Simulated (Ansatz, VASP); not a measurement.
**Two plane-wave programs on KTaO3**

The input INCAR:

```
SYSTEM = KTaO3
ALGO = Normal ; EDIFF = 1E-6
ENCUT = 520 ; GGA = PS
ISIF = 2 ; ISMEAR = 0
LASPH = .TRUE. ; LCHARG = .TRUE.
LELF = .TRUE. ; LREAL = .FALSE.
LVHAR = .TRUE. ; LWAVE = .FALSE.
NBANDS = 27 ; NELM = 100
PREC = Accurate ; SIGMA = 0.05
```

File KPOINTS:

```
k-points
0
G
  8 8 8
  0 0 0
```

The input POSCAR:

```
KTaO3
1.0
    3.9808417634      0.0000000000      0.0000000000
    0.0000000000      3.9808417634      0.0000000000
    0.0000000000      0.0000000000      4.3140382190
K Ta O
1 1 3
Direct
    0.5000000000      0.5000000000      0.5000000000
    0.0000000000      0.0000000000      0.0000000000
    0.5000000000      0.0000000000      0.0000000000
    0.0000000000      0.5000000000      0.0000000000
    0.0000000000      0.0000000000      0.5000000000
```

Input for Ansatz:

```yaml
crystal:
  lattice:
    - [3.9808417634, 0.0, 0.0]
    - [0.0, 3.9808417634, 0.0]
    - [0.0, 0.0, 4.314038219]
  atoms:
    - { symbol: K, position: [0.5, 0.5, 0.5] }
    - { symbol: Ta, position: [0.0, 0.0, 0.0] }
    - { symbol: O, position: [0.5, 0.0, 0.0] }
    - { symbol: O, position: [0.0, 0.5, 0.0] }
    - { symbol: O, position: [0.0, 0.0, 0.5] }
basis:
  ecutwfc: 520.0
kpoints:
  mp_grid: { grid: [8, 8, 8] }
hamiltonian:
  xc: pbesol
  pseudopotentials: { kind: paw }
scf:
  occupations: { method: gaussian, width: 0.05 }
output:
  forces: true
  stress: true
  eigenvalues: true
  write_density: true
  write_potential: true
  elf: true
  volumetric_format: npy
```

Alike in both runs: task single point; functional PBEsol; k mesh 8 × 8 × 8; occupations gaussian, width 0.05 eV; no spin polarisation.

|  | VASP | Ansatz |
| --- | --- | --- |
| version | VASP 6.6.1 | Ansatz 0.2.0 |
| potentials or method | VASP PAW PBE potentials, release 64 (K_sv, Ta_pv, O), cutoff 520 eV | scalar-relativistic, plane waves, PAW |
| valence electrons in the cell | 38 | 40 |

```tsv
	VASP	Ansatz	Ansatz less VASP
gap on the k mesh at the Fermi level (eV)	1.83	1.86	+0.039
least direct gap on the mesh (eV)	2.32	2.35	+0.033
pressure (GPa)	-10.7	-11.2	-0.52
traceless stress, the component that is largest in VASP (GPa)	-13.20	-12.97	+0.224
```

VASP's potentials were made for PBE, not for PBEsol. VASP's potentials hold 38 valence electrons a cell and Ansatz's 40, so a difference there can come from the potentials and not from the codes.

Spin-orbit coupling is off throughout.
